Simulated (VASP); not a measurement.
A run of VASP 6.6.1:

Contents of INCAR:

```
SYSTEM = Ta
PREC = Accurate ; ENCUT = 520
EDIFF = 1E-6 ; ISMEAR = -1
SIGMA = 0.1 ; LREAL = .FALSE.
LASPH = .TRUE. ; NELM = 100
ALGO = Normal ; ISIF = 2
LWAVE = .FALSE. ; LCHARG = .FALSE.
GGA = RE ; NBANDS = 30
```

The input KPOINTS:

```
regular mesh
0
G
  14 14 4
  0 0 0
```

The input POSCAR:

```
Ta
1.0
    3.0307878133      0.0000000000      0.0000000000
   -1.5153939067      2.6247392398      0.0000000000
    0.0000000000      0.0000000000     10.3363845246
Ta
4
Direct
    1.0000000000      1.0000000000      1.0000000000
    1.0000000000      1.0000000000      0.5000000000
    0.3333333333      0.6666666667      0.2500000000
    0.6666666667      0.3333333333      0.7500000000
```

Potentials or basis: VASP PAW PBE potentials, release 64 (Ta_pv).

Launch:

```bash
$ cat potpaw_PBE.64/Ta_pv/POTCAR > POTCAR
$ mpirun -np 1 vasp_std > vasp.out
```

Hardware: 1 thread of Intel(R) Xeon(R) 6975P-C (Granite Rapids), on a shared host.

Task: Estimate the wall time of this run.

Result: Run time: 78 s on 1 thread of Intel(R) Xeon(R) 6975P-C (Granite Rapids) (shared host), peak memory 0.28 GiB. Counts: scf iterations 14, k points 72.
